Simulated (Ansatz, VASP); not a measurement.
Sb: VASP beside Ansatz

File POSCAR:

```
Sb
1.0
   -1.5869811508      1.5869811508      2.7298988119
    1.5869811508     -1.5869811508      2.7298988119
    1.5869811508      1.5869811508     -2.7298988119
Sb
1
Direct
    0.0000000000      0.0000000000      0.0000000000
```

INCAR.step1

```
SYSTEM = Sb
PREC = Accurate
ENCUT = 520
EDIFF = 1E-5
ISMEAR = -1
SIGMA = 0.05
LREAL = .FALSE.
LASPH = .TRUE.
NELM = 80
ALGO = Normal
ISIF = 2
LWAVE = .TRUE.
LCHARG = .FALSE.
NBANDS = 8
GGA = PE
```

File INCAR.step2:

```
SYSTEM = Sb
PREC = Accurate
ENCUT = 520
EDIFF = 1E-6
ISMEAR = -1
SIGMA = 0.05
LREAL = .FALSE.
LASPH = .TRUE.
NELM = 80
ALGO = Normal
ISIF = 2
LWAVE = .FALSE.
LCHARG = .FALSE.
GGA = PE
LHFCALC = .TRUE.
AEXX = 0.25
PRECFOCK = Normal
NBANDS = 8
ISTART = 1
```

The input KPOINTS:

```
regular mesh
0
G
  6 6 6
  0 0 0
```

The input input.yaml:

```yaml
crystal:
  lattice:
    - [-1.5869811508, 1.5869811508, 2.7298988119]
    - [1.5869811508, -1.5869811508, 2.7298988119]
    - [1.5869811508, 1.5869811508, -2.7298988119]
  atoms:
    - { symbol: Sb, position: [0.0, 0.0, 0.0] }
hamiltonian:
  xc: pbe0
  pseudopotentials: { kind: paw }
kpoints:
  mp_grid: { grid: [6, 6, 6] }
scf:
  occupations: { method: fermi_dirac, width: 0.05 }
output:
  forces: true
  stress: true
  eigenvalues: true
```

Alike in both runs: task single point; functional PBE0; k mesh 6 × 6 × 6; occupations fermi-dirac, width 0.05 eV; no spin polarisation.

|  | VASP | Ansatz |
| --- | --- | --- |
| version | VASP 6.6.1 | Ansatz 0.2.0 |
| potentials or method | VASP PAW PBE potentials, release 64 (Sb) | Ansatz PAW |
| plane-wave cutoff (eV) | 520 | 420 |
| valence electrons in the cell | 5 | 15 |

|  | VASP | Ansatz | Ansatz less VASP |
| --- | --- | --- | --- |
| gap on the k mesh at the Fermi level (eV) | none | none | - |
| pressure (GPa) | -3.2 | -2.0 | +1.15 |
| traceless stress, the component that is largest in VASP (GPa) | -1.38 | -1.63 | -0.250 |

A gap of «none» marks a metal or a gap that the smearing closes. VASP's potentials hold 5 valence electrons a cell and Ansatz's 15, so a difference there can come from the potentials and not from the codes.

The k mesh is coarse, so the values compare programs but aren't converged. Spin-orbit coupling is off throughout.
